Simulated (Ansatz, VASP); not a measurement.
# Zr in VASP and in Ansatz

File POSCAR:

```
Zr
1.0
    3.2953886421      0.0000000000      0.0000000000
   -1.6476943210      2.8538902793      0.0000000000
    0.0000000000      0.0000000000      5.2479471970
Zr
2
Direct
    0.6666666667      0.3333333333      0.7500000000
    0.3333333333      0.6666666667      0.2500000000
```

File INCAR.step1:

```
SYSTEM = Zr
  PREC = Accurate
  ENCUT = 520
  ISMEAR = -1
  SIGMA = 0.05
  LREAL = .False.
  LASPH = .True.
  NELM = 80
  NBANDS = 19
  GGA = PE
  ALGO = Normal
  EDIFF = 1E-4
  LWAVE = .True.
  LCHARG = .False.
```

Contents of INCAR.step2:

```
SYSTEM = Zr
  PREC = Accurate
  ENCUT = 520
  EDIFF = 1E-6
  ISMEAR = -1
  SIGMA = 0.05
  LREAL = .False.
  LASPH = .True.
  NELM = 80
  ALGO = Normal
  ISIF = 2
  LWAVE = .False.
  LCHARG = .False.
  METAGGA = R2SCAN
  LMIXTAU = .True.
  NBANDS = 19
  ISTART = 1
```

File KPOINTS:

```
regular mesh
0
Gamma
  9 9 5
  0 0 0
```

The input input.yaml:

```yaml
crystal:
  lattice:
    - [3.2953886421, 0.0, 0.0]
    - [-1.647694321, 2.8538902793, 0.0]
    - [0.0, 0.0, 5.247947197]
  atoms:
    - { symbol: Zr, position: [0.6666666667, 0.3333333333, 0.75] }
    - { symbol: Zr, position: [0.3333333333, 0.6666666667, 0.25] }
hamiltonian:
  xc: r2scan
  pseudopotentials: { kind: paw }
kpoints:
  mp_grid: { grid: [9, 9, 5] }
scf:
  occupations: { method: fermi_dirac, width: 0.05 }
output:
  forces: true
  stress: true
  eigenvalues: true
  write_density: true
  write_potential: true
  elf: true
  volumetric_format: npy
```

Alike in both runs: task single point; functional r2SCAN; k mesh 9 × 9 × 5; occupations fermi-dirac, width 0.05 eV; no spin polarisation.

|  | VASP | Ansatz |
| --- | --- | --- |
| version | VASP 6.6.1 | Ansatz 0.2.0 |
| potentials or method | VASP PAW PBE potentials, release 64 (Zr_sv) | Ansatz PAW |
| plane-wave cutoff (eV) | 520 | 500 |
| valence electrons in the cell | 24 | 24 |

VASP gave:

```
gap on the k mesh at the Fermi level (eV)                     : none
pressure (GPa)                                                : -4.4
traceless stress, the component that is largest in VASP (GPa) : -0.25
```

Problem. What did Ansatz give for the same quantities?

Solution. gap on the k mesh at the Fermi level (eV): none; pressure (GPa): -4.4; traceless stress, the component that is largest in VASP (GPa): -0.23.

VASP's potentials were made for PBE, not for r2SCAN. A gap of «none» marks a metal or a gap that the smearing closes.
